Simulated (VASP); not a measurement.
Wanted: the native input for a VASP 6.6.1 run.

```yaml
Task: single point
Functional: PBE
Potentials_or_basis: VASP PAW PBE potentials, release 64 (Ca_sv, O)
Cutoff: 600 eV
k_mesh: 14 × 14 × 14
Occupations: gaussian, width 0.02 eV
Spin: no spin polarisation
Dipole_correction: no
Further_INCAR_settings: ALGO = Normal; EDIFF = 1e-06; NBANDS = 15
```

The structure of CaO lies in POSCAR:

```
CaO
1.0
    0.0000000000      2.2105048660      2.2105048660
    2.2105048660      0.0000000000      2.2105048660
    2.2105048660      2.2105048660      0.0000000000
Ca O
1 1
Direct
    0.0000000000      0.0000000000      0.0000000000
    0.5000000000      0.5000000000      0.5000000000
```

The input as run:

INCAR

```
ALGO = Normal
EDIFF = 1E-6
ENCUT = 600
GGA = PE
GGA_COMPAT = False
ISIF = 2
ISMEAR = 0
LASPH = True
LCHARG = False
LREAL = False
LWAVE = False
NBANDS = 15
NELM = 120
PREC = Accurate
SIGMA = 0.02
```

KPOINTS

```
k-points
0
Gamma
  14 14 14
```

Potentials or basis: VASP PAW PBE potentials, release 64 (Ca_sv, O).

The run is started by

```console
$ cat potpaw_PBE.64/Ca_sv/POTCAR potpaw_PBE.64/O/POTCAR > POTCAR
$ mpirun -np 1 vasp_std > vasp.out
```

Results of the run:

The pressure is 51.6 GPa and the band gap on the k mesh is 3.38 eV (least direct gap 3.63 eV).

Caveat: the cell stands under pressure.

It took 24 s on 1 thread of AMD EPYC 9R45 96-Core Processor (Zen 5), on a shared host, peak memory 0.16 GiB.
